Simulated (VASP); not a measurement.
## Si: single point with r2SCAN

Crystal: Si.

```xyz
4
Lattice="-3.2756 3.2756 1.9512 3.2756 -3.2756 1.9512 3.2756 3.2756 -1.9512" Properties=species:S:1:pos:R:3 pbc="T T T"
Si    1.1713    1.1713    0.0000
Si    2.1042    2.1042    1.9512
Si    2.1042   -2.1042    1.9512
Si   -2.1042    2.1042    1.9512
```

This cell differs from its parent crystal: strain -0.015 along x and y, +0.015 along z.

| Property | Result |
| --- | --- |
| Program | VASP 6.6.1 |
| Task | single point |
| Functional | r2SCAN |
| Potentials or basis | VASP PAW PBE potentials, release 64 (Si) |
| Cutoff | 520 eV |
| k mesh | 10 × 10 × 10 |
| Occupations | gaussian, width 0.03 eV |
| Spin | no spin polarisation |
| Dipole correction | no |
| Further INCAR settings | ALGO = Normal; EDIFF = 1e-06; NBANDS = 16 |

```json
{
  "Pressure": "1.3 GPa",
  "Largest force": "0.379 eV/Å",
  "Band gap on the k mesh": "0.20 eV"
}
```

Forces on the atoms (eV/Å):
```
Si   0.268  0.268  0.000
Si  -0.268 -0.268  0.000
Si  -0.268  0.268  0.000
Si   0.268 -0.268  0.000
```

Stress tensor (GPa, compression positive):
```
 3.24  0.00  0.00
 0.00  3.24  0.00
 0.00  0.00 -2.69
```

Levels at points of the mesh, in eV from the valence-band top:
| k point | band 6 | band 7 | band 8 | band 9 | band 10 | band 11 |
| --- | --- | --- | --- | --- | --- | --- |
| (0.00, 0.00, 0.00) | -1.80 | -1.80 | -0.74 | 1.24 | 1.89 | 1.89 |
| (0.50, 0.00, 0.00) | -3.74 | -2.66 | -1.48 | 1.00 | 2.79 | 3.31 |
| (0.50, 0.50, 0.00) | -2.40 | -1.96 | -1.89 | 1.58 | 1.87 | 2.18 |
| (0.50, 0.50, 0.50) | -0.35 | 0.00 | 0.00 | 0.20 | 3.69 | 4.05 |

It took 5.2 min on 1 thread of Intel(R) Xeon(R) Platinum 8488C (Sapphire Rapids) (shared host), peak memory 0.3 GiB.

Caveat: the cell differs from its parent crystal (strain -0.015 along x and y, +0.015 along z); the stress differs along the axes, from -3 to 3 GPa; semilocal functionals underestimate gaps, and a narrow one can read as zero; the PAW data sets were made with another functional, which shifts forces and pressure a little. A k mesh can miss the band edges.
